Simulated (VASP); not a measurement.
The system is NaF.

```xyz
2
Lattice="0.0000 2.2859 2.2859 2.2859 0.0000 2.2859 2.2859 2.2859 0.0000" Properties=species:S:1:pos:R:3 pbc="T T T"
Na    0.0000    0.0000    0.0000
F     2.2859    2.2859    2.2859
```

```yaml
Program: VASP 6.6.1
Task: relaxation of cell and atoms
Functional: PBE
Potentials_or_basis: VASP PAW PBE potentials, release 64 (Na_pv, F)
Cutoff: 600 eV
k_mesh: 6 × 6 × 6
Occupations: gaussian, width 0.1 eV
Spin: no spin polarisation
```

At the start: pressure 4.3 GPa; volume 11.94 Å³/atom.

Q: Where does the relaxation end?

A: Over 3 steps the energy falls by 12.6 meV/atom and the volume is 13.00 Å³/atom (+8.9 %); space group Fm-3m (No. 225, to 0.1 Å) before and after.

The path:
| step | energy change (eV) | largest force (eV/Å) | pressure (GPa) | volume (Å³) |
| --- | --- | --- | --- | --- |
| 1 | 0.0000 | 0.0000 | 4.34 | 23.89 |
| 2 | -0.0209 | 0.0000 | 1.66 | 25.02 |
| 3 | -0.0252 | 0.0000 | -0.19 | 26.01 |

Final structure:
```xyz
2
Lattice="0.0000 2.3516 2.3516 2.3516 0.0000 2.3516 2.3516 2.3516 0.0000" Properties=species:S:1:pos:R:3 pbc="T T T"
Na    0.0000    0.0000    0.0000
F     2.3516    2.3516    2.3516
```
